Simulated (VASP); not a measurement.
# Pt (P2_1/m) in VASP: further runs

The runs below take Pt through single point, with LDA.

Everything below comes from runs of VASP 6.6.1. Logs are shortened: lines on timing, memory, paths and dates and some standing lists are left out, and cuts for length are marked.

### Step 1. The cell of the first run

It takes space group P2_1/m (No. 11, monoclinic). The conventional cell has a = 2.708 Å, b = 4.677 Å, c = 2.708 Å, α = 90.00°, β = 120.00°, γ = 90.00°. Pt (site symmetry m) has 12 Pt at 2.69 to 3.00 Å within 3.5 Å.

### Step 2. Single point, LDA (mode 1 frozen in at -0.104 Å and mode 2 at -0.130 Å (largest displacements))

Contents of INCAR:

```
  ALGO = Fast
  EDIFF = 1E-6
  ENCUT = 520
  ISIF = 2
  ISMEAR = 0
  LASPH = True
  LCHARG = False
  LREAL = False
  LWAVE = False
  NBANDS = 28
  NELM = 100
  PREC = Accurate
  SIGMA = 0.15
```

Contents of KPOINTS:

```
k-points
0
Gamma
  18 18 6
```

Contents of POSCAR:

```
Pt
1.0
    2.7082945870      0.0000000000      0.0000000000
   -1.3541472935      2.3454519133      0.0000000000
    0.0000000000      0.0000000000      9.3530207388
Pt
4
Direct
    0.6005529079      0.2779069145      0.3750000000
    0.6005529079      0.2779069145      0.8750000000
    0.3994470921      0.7220930855      0.1250000000
    0.3994470921      0.7220930855      0.6250000000
```

Potentials or basis: VASP PAW LDA potentials, release 64 (Pt).

Run with:

```sh
cat potpaw_LDA.64/Pt/POTCAR > POTCAR
mpirun -np 1 vasp_std > vasp.out
```

OUTCAR:

```text
EDIFF = 1E-6
   ENCUT = 520
   ISIF = 2
   ISMEAR = 0
   LASPH = True
   LREAL = False
   NELM = 100
   PREC = Accurate

 ion  position               nearest neighbor table
   1  0.601  0.278  0.375-   3 2.69   4 2.69   3 2.80   4 2.80   3 3.00   4 3.00
   2  0.601  0.278  0.875-   3 2.69   4 2.69   3 2.80   4 2.80   3 3.00   4 3.00
   3  0.399  0.722  0.125-   1 2.69   2 2.69   1 2.80   2 2.80   1 3.00   2 3.00
   4  0.399  0.722  0.625-   1 2.69   2 2.69   1 2.80   2 2.80   1 3.00   2 3.00

  LATTYP: Found a hexagonal cell.
 ALAT       =     2.7082945870
 C/A-ratio  =     3.4534724486

  Lattice vectors:

 A1 = (   2.7082945870,   0.0000000000,   0.0000000000)
 A2 = (  -1.3541472935,   2.3454519133,   0.0000000000)
 A3 = (   0.0000000000,   0.0000000000,   9.3530207388)

Analysis of symmetry for initial positions (statically):
=====================================================================
 Subroutine PRICEL returns following result:

  LATTYP: Found a hexagonal cell.
 ALAT       =     2.7082945870
 C/A-ratio  =     1.7267362243

  Lattice vectors:

 A1 = (   2.7082945870,   0.0000000000,   0.0000000000)
 A2 = (  -1.3541472935,   2.3454519133,   0.0000000000)
 A3 = (   0.0000000000,   0.0000000000,   4.6765103694)

   2 primitive cells build up your supercell.

 Routine SETGRP: Setting up the symmetry group for a
 hexagonal supercell.

 Subroutine GETGRP returns: Found  4 space group operations
 (whereof  2 operations were pure point group operations)
 out of a pool of 24 trial point group operations.

The static configuration has the point symmetry S_2 .
 The point group associated with its full space group is C_2h.

Analysis of symmetry for dynamics (positions and initial velocities):
=====================================================================
 Subroutine PRICEL returns following result:

  LATTYP: Found a hexagonal cell.
 ALAT       =     2.7082945870
 C/A-ratio  =     1.7267362243

  Lattice vectors:

 A1 = (   2.7082945870,   0.0000000000,   0.0000000000)
 A2 = (  -1.3541472935,   2.3454519133,   0.0000000000)
 A3 = (   0.0000000000,   0.0000000000,   4.6765103694)

   2 primitive cells build up your supercell.

 Routine SETGRP: Setting up the symmetry group for a
 hexagonal supercell.

 Subroutine GETGRP returns: Found  4 space group operations
 (whereof  2 operations were pure point group operations)
 out of a pool of 24 trial point group operations.

The dynamic configuration has the point symmetry S_2 .
 The point group associated with its full space group is C_2h.

 Subroutine INISYM returns: Found  4 space group operations
 (whereof  2 operations are pure point group operations),
 and found     2 'primitive' translations

----------------------------------------------------------------------------------------

                                     Primitive cell

  volume of cell :      29.7060

  direct lattice vectors                    reciprocal lattice vectors
     2.708294587  0.000000000  0.000000000     0.369236052  0.213178534  0.000000000
    -1.354147294  2.345451913  0.000000000     0.000000000  0.426357068  0.000000000
     0.000000000  0.000000000  4.676510369     0.000000000  0.000000000  0.213834659

  length of vectors
     2.708294587  2.708294587  4.676510369     0.426357068  0.426357068  0.213834659

  position of ions in fractional coordinates (direct lattice)
     0.600552908  0.277906915  0.750000000
     0.399447092  0.722093085  0.250000000

  ion indices of the primitive-cell ions
   primitive index   ion index
                 1           1
                 2           3

----------------------------------------------------------------------------------------

 KPOINTS: k-points

Automatic generation of k-mesh.
 Grid dimensions read from file:
 generate k-points for:   18   18    6

 Generating k-lattice:

  Cartesian coordinates                     Fractional coordinates (reciprocal lattice)
     0.020513114  0.011843252  0.000000000     0.055555556  0.000000000  0.000000000
     0.000000000  0.023686504  0.000000000     0.000000000  0.055555556  0.000000000
     0.000000000  0.000000000  0.017819555     0.000000000  0.000000000  0.166666667

  Length of vectors
     0.023686504  0.023686504  0.017819555

  Shift w.r.t. Gamma in fractional coordinates (k-lattice)
     0.000000000  0.000000000  0.000000000

 Subroutine IBZKPT returns following result:
 ===========================================

 Found    656 irreducible k-points:

 Following reciprocal coordinates:
            Coordinates               Weight
  0.000000  0.000000  0.000000      1.000000
  0.055556  0.000000  0.000000      2.000000
  0.000000  0.055556  0.000000      2.000000
 -0.055556  0.055556  0.000000      2.000000
  0.111111  0.000000  0.000000      2.000000
  0.000000  0.111111  0.000000      2.000000
[... 16 lines left out ...]
  0.444444 -0.000000  0.000000      2.000000
  0.000000  0.444444  0.000000      2.000000
 [... further k-points ...]
   k-points           NKPTS =    656   k-points in BZ     NKDIM =    656   number of bands    NBANDS=     28
   number of dos      NEDOS =    301   number of ions     NIONS =      4
   total plane-waves  NPLWV =  28000
   dimension x,y,z NGX =    20 NGY =   20 NGZ =   70
   dimension x,y,z NGXF=    40 NGYF=   40 NGZF=  140
   ions per type =               4
   NGX,Y,Z   is equivalent  to a cutoff of  12.28, 12.28, 12.44 a.u.
   NGXF,Y,Z  is equivalent  to a cutoff of  24.55, 24.55, 24.88 a.u.
 SYSTEM =  unknown system
   PREC   = accura    normal or accurate (medium, high low for compatibility)
   ISTART =      0    job   : 0-new  1-cont  2-samecut
   ICHARG =      2    charge: 1-file 2-atom 10-const
   ISPIN  =      1    spin polarized calculation?
   LNONCOLLINEAR =      F non collinear calculations
   LSORBIT =      F    spin-orbit coupling
   LASPH  =      T    aspherical Exc in radial PAW
   ENCUT  =  520.0 eV  38.22 Ry    6.18 a.u.   5.04  5.04 17.39*2*pi/ulx,y,z
   NELM   =    100;   NELMIN=  2; NELMDL= -5     # of ELM steps
   EDIFF  = 0.1E-05   stopping-criterion for ELM
   LREAL  =      F    real-space projection
   EDIFFG = 0.1E-04   stopping-criterion for IOM
   NSW    =      0    number of steps for IOM
   IBRION =     -1    ionic relax: 0-MD 1-quasi-New 2-CG
   NFREE  =      0    steps in history (QN), initial steepest desc. (CG)
   ISIF   =      2    stress and relaxation
   ISYM   =      2    0-nonsym 1-usesym 2-fastsym
   POTIM  = 0.5000    time-step for ionic-motion
   TEBEG  =    0.0;   TEEND  =   0.0 temperature during run
   PSTRESS=    0.0 pullay stress
   NELECT =      40.0000    total number of electrons
   NUPDOWN=      -1.0000    fix difference up-down
   EMIN   =  10.00;   EMAX   =-10.00  energy-range for DOS
   EFERMI =   0.00;   METHOD = LEGACY
   ISMEAR =     0;   SIGMA  =   0.15  broadening in eV -4-tet -1-fermi 0-gaus
   EFERMI_NEDOS =   21; number of points for ismear=-14 and -15
   IALGO  =     68    algorithm
   IMIX   =      4    mixing-type and parameters
     AMIX     =   0.40;   BMIX     =  1.00
     AMIX_MAG =   1.60;   BMIX_MAG =  1.00
  volume/ion in A,a.u.               =      14.85       100.23
  Fermi-wavevector in a.u.,A,eV,Ry     =   1.434840  2.711454 28.011198  2.058765
  Thomas-Fermi vector in A             =   2.554204
   LORBIT       =      0    0 simple, 1 ext, 2 COOP (PROOUT), +10 PAW based schemes
   GGA     = CA    functional components
   LHFCALC =     F    Hartree Fock is set to
   AEXX    =    0.0000 exact exchange contribution
   IVDW    =     0    specifies the selected vdW correction
   LEPSILON=     F    determine dielectric tensor
   LRPA    =     F    only Hartree local field effects (RPA)
 non-spin polarized calculation
 RMM-DIIS sequential band-by-band and
 Gauss-broadening in eV      SIGMA  =   0.15
  energy-cutoff  :      520.00
  volume of cell :       59.41
 maximum number of plane-waves:      1629
   NGX = 11   NGY = 11   NGZ = 35

 number of electron      39.9999994 magnetization

 Free energy of the ion-electron system (eV)
  ---------------------------------------------------
  ext. energy  EPLUGINS =         0.00000000
  ---------------------------------------------------
  free energy    TOTEN  =       -29.81928828 eV

  energy without entropy =      -29.75714394  energy(sigma->0) =      -29.78821611

 E-fermi :  11.4183     XC(G=0): -13.7678

 val. band max:       11.4182251008   @ k =   0.3889   0.3889   0.0000
 cond. band min:      11.4183770230   @ k =  -0.3333  -0.4444   0.5000
 fundamental gap:      0.0001519223
 Fermi energy:        11.4182928026

 k-point     1 :       0.0000    0.0000    0.0000
  band No.  band energies     occupation
      1       1.0230      2.00000
      2       2.8609      2.00000
      3       2.8609      2.00000
      4       3.7383      2.00000
      5       6.6974      2.00000
      6       6.9449      2.00000
[... 20 lines left out ...]
     27      23.8042      0.00000
     28      26.3132      0.00000

 k-point     2 :       0.0556    0.0000    0.0000
  band No.  band energies     occupation
      1       1.1394      2.00000
      2       2.9749      2.00000
      3       2.9749      2.00000
      4       3.8400      2.00000
      5       6.7227      2.00000
      6       6.9149      2.00000
[... 20 lines left out ...]
     27      23.9056      0.00000
     28      26.5400      0.00000

 k-point     3 :       0.0000    0.0556    0.0000
  band No.  band energies     occupation
      1       1.1430      2.00000
      2       2.9796      2.00000
      3       2.9796      2.00000
      4       3.8550      2.00000
      5       6.7113      2.00000
      6       6.8609      2.00000
[... 20 lines left out ...]
     27      23.8636      0.00000
     28      26.4623      0.00000

 k-point     4 :      -0.0556    0.0556    0.0000
  band No.  band energies     occupation
      1       1.1422      2.00000
      2       2.9784      2.00000
      3       2.9784      2.00000
      4       3.8519      2.00000
      5       6.7251      2.00000
      6       6.8691      2.00000
[... 578 lines left out ...]
     27      20.5870      0.00000
     28      20.5870      0.00000

 k-point    23 :       0.4444   -0.0000    0.0000
  band No.  band energies     occupation
      1       4.0221      2.00000
      2       4.3624      2.00000
      3       4.4872      2.00000
      4       4.4872      2.00000
      5       4.8131      2.00000
      6       5.8276      2.00000
[... 20 lines left out ...]
     27      18.5098      0.00000
     28      18.5098      0.00000

 k-point    24 :       0.0000    0.4444    0.0000
  band No.  band energies     occupation
      1       4.1465      2.00000
      2       4.1465      2.00000
      3       4.4630      2.00000
      4       4.8605      2.00000
      5       5.5342      2.00000
      6       5.5342      2.00000
[... 20 lines left out ...]
     27      19.3625      0.00000
     28      21.6336      0.00000

 [... further k-points ...]

------------------------ aborting loop because EDIFF is reached ----------------------------------------

  FORCE on cell =-STRESS in cart. coord.  units (eV):
  Direction    XX          YY          ZZ          XY          YZ          ZX
  --------------------------------------------------------------------------------------
  -------------------------------------------------------------------------------------
  Total        0.0357528      0.7382359      1.2050473      0.1883053      0.0000000      0.0000000
  in kB        0.9641528     19.9081719     32.4967809      5.0780716      0.0000000      0.0000000
  external PRESSURE =      17.7897019 kB  Pullay stress =       0.0000000 kB

 VOLUME and BASIS-vectors are now :
 -----------------------------------------------------------------------------
  energy-cutoff  :      520.00
  volume of cell :       59.41
      direct lattice vectors                 reciprocal lattice vectors
     2.708294587  0.000000000  0.000000000     0.369236052  0.213178534  0.000000000
    -1.354147294  2.345451913  0.000000000     0.000000000  0.426357068  0.000000000
     0.000000000  0.000000000  9.353020739     0.000000000  0.000000000  0.106917329

 POSITION                                       TOTAL-FORCE (eV/Angst)
 -----------------------------------------------------------------------------------
      1.25015      0.65182      3.50738        -0.242752      0.160524     -0.000000
      1.25015      0.65182      8.18389        -0.242752      0.160524      0.000000
      0.10400      1.69363      1.16913         0.242752     -0.160524     -0.000000
      0.10400      1.69363      5.84564         0.242752     -0.160524     -0.000000
 -----------------------------------------------------------------------------------
    total drift:                                0.000000     -0.000000     -0.000000

  FREE ENERGIE OF THE ION-ELECTRON SYSTEM (eV)
  ---------------------------------------------------
  free  energy   TOTEN  =       -29.8192882813 eV

  energy  without entropy=      -29.7571439375  energy(sigma->0) =      -29.78821611
```

Run time: 16 min. Hardware: 1 thread of AMD EPYC 9R14 (Zen 4), shared host; peak memory 0.75 GiB.

Results:

```yaml
Free_energy: -29.8193 eV
Pressure: 1.8 GPa
Largest_force: 0.291 eV/Å
Band_gap_on_the_k_mesh: zero (band 20 reaches 12.03 eV, above the bottom of band 21 at 10.46 eV)
```

Forces in eV/Å, atoms in the order of the input:
```
Pt  -0.243  0.161  0.000
Pt  -0.243  0.161  0.000
Pt   0.243 -0.161  0.000
Pt   0.243 -0.161  0.000
```

Levels at points of the mesh, in eV from the Fermi level:
```csv
k point,band 17,band 18,band 19,band 20,band 21,band 22,band 23,band 24
"(0.00, 0.00, 0.00)",-1.17,-1.16,-1.16,-1.03,-0.96,-0.79,-0.79,0.28
"(0.50, 0.00, 0.00)",0.36,0.45,0.45,0.48,1.60,2.61,2.61,4.56
"(0.00, 0.50, 0.00)",0.24,0.42,0.42,0.61,0.90,0.90,2.97,3.35
"(0.50, 0.50, 0.00)",0.32,0.43,0.43,0.52,1.56,1.56,2.48,3.82
"(0.00, 0.00, 0.50)",-2.15,-2.15,-0.98,-0.98,-0.90,-0.90,-0.14,-0.14
"(0.50, 0.00, 0.50)",0.39,0.39,0.49,0.49,0.55,0.55,4.12,4.12
"(0.00, 0.50, 0.50)",0.29,0.29,0.56,0.56,2.12,2.12,2.76,2.76
"(0.50, 0.50, 0.50)",0.36,0.36,0.50,0.50,1.53,1.53,3.28,3.28
```

Caveat: the cell differs from its parent crystal (mode 1 frozen in at -0.104 Å and mode 2 at -0.130 Å (largest displacements)); spin-orbit coupling is left out, which moves the levels of the heavy elements.

(Continued in part 2 of 2.)
